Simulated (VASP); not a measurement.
Set up this calculation in VASP 6.6.1, as the native input.

```
Task                   : single point
Functional             : LDA
Potentials or basis    : VASP PAW LDA potentials, release 64 (Li_sv, F)
Cutoff                 : 520 eV
k mesh                 : 9 × 9 × 6
Occupations            : gaussian, width 0.05 eV
Spin                   : no spin polarisation
Dipole correction      : no
Further INCAR settings : ALGO = Normal; EDIFF = 1e-06; NBANDS = 18
```

The structure of LiF lies in POSCAR:

```
LiF
1.0
    3.2614390407      0.0000000000      0.0000000000
   -1.6307195204      2.8244890622      0.0000000000
    0.0000000000      0.0000000000      4.6648362600
Li F
2 2
Direct
    0.3333333333      0.6666666667      0.3839784076
    0.6666666667      0.3333333333      0.8839784076
    0.3333333333      0.6666666667      0.9910195924
    0.6666666667      0.3333333333      0.4910195924
```

This cell differs from its parent crystal: volume 10.743 Å^3 an atom, c/a of the conventional cell 1.4303.

The input as run:

INCAR

```
SYSTEM = LiF
  PREC = Accurate
  ENCUT = 520
  EDIFF = 1E-6
  ISMEAR = 0
  SIGMA = 0.05
  LREAL = .FALSE.
  LASPH = .TRUE.
  NELM = 80
  ALGO = Normal
  ISIF = 2
  LWAVE = .FALSE.
  LCHARG = .FALSE.
  NBANDS = 18
```

KPOINTS

```
regular mesh
0
G
  9 9 6
  0 0 0
```

Potentials or basis: VASP PAW LDA potentials, release 64 (Li_sv, F).

The run is started by

```sh
$ cat potpaw_LDA.64/Li_sv/POTCAR potpaw_LDA.64/F/POTCAR > POTCAR
$ mpirun -np 1 vasp_std > vasp.out
```

Results of the run:

| Property | Result |
| --- | --- |
| Largest force | 0.177 eV/Å |
| Band gap on the k mesh | 6.99 eV, direct |

Run time: 17 s on 1 thread of AMD EPYC 9R45 96-Core Processor (Zen 5) (shared host), peak memory 0.12 GiB.
